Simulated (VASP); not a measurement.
Set up this calculation in VASP 6.6.1, as the native input.

```
Task                   : single point
Functional             : PBEsol
Potentials or basis    : VASP PAW PBE potentials, release 64 (Pd)
Cutoff                 : 520 eV
k mesh                 : 11 × 11 × 6
Occupations            : fermi-dirac, width 0.05 eV
Spin                   : no spin polarisation
Dipole correction      : no
Further INCAR settings : ALGO = Normal; EDIFF = 1e-07; NBANDS = 17
```

The structure of Pd lies in POSCAR:

```
Pd
1.0
    2.7255215694      0.0000000000      0.0000000000
   -1.3627607847      2.3603709177      0.0000000000
    0.0000000000      0.0000000000      4.5448301238
Pd
2
Direct
    0.3333333333      0.6666666667      0.2500000000
    0.6666666667      0.3333333333      0.7500000000
```

This isn't the form of Pd at room conditions, which is fcc.

These files were run (other wordings do the same):

INCAR

```
PREC = Accurate
ENCUT = 520
EDIFF = 1E-7
ISMEAR = -1
SIGMA = 0.05
LREAL = F
LASPH = T
NELM = 60
ALGO = Normal
ISIF = 2
LWAVE = F
LCHARG = F
GGA = PS
NBANDS = 17
```

KPOINTS

```
regular mesh
0
Gamma
  11 11 6
```

Potentials or basis: VASP PAW PBE potentials, release 64 (Pd).

Command:

```bash
$ cat potpaw_PBE.64/Pd/POTCAR > POTCAR
$ mpirun -np 1 vasp_std > vasp.out
```

It gave:

```yaml
Pressure: -0.3 GPa
Band_gap_on_the_k_mesh: zero (bands 10 and 11 overlap by 0.88 eV)
```

Caveat: the PAW data sets were made with another functional, which shifts forces and pressure a little.

It took 27 s on 1 thread of Intel Xeon 8259CL, on a shared host, peak memory 0.16 GiB.
